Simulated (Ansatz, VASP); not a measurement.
# B in VASP and in Ansatz

```
B
1.0
     0.00000    1.41977    1.41977
     1.41977    0.00000    1.41977
     1.41977    1.41977    0.00000
B
1
Direct
  0.00000 0.00000 0.00000
```

Alike in both runs: task single point; functional revPBE; k mesh 21 × 21 × 21; occupations fermi-dirac, width 0.1 eV; no spin polarisation.

|  | VASP | Ansatz |
| --- | --- | --- |
| version | VASP 6.6.1 | Ansatz 0.2.0 |
| potentials or method | VASP PAW PBE potentials, release 64 (B), cutoff 520 eV | plane waves (420 eV) with PAW, scalar-relativistic |
| valence electrons in the cell | 3 | 3 |

```csv
,VASP,Ansatz,Ansatz less VASP
pressure (GPa),11.6,11.8,+0.14
```

VASP's potentials were made for PBE, not for revPBE. With one functional, cell and mesh, what is left measures potentials, basis and numerics.
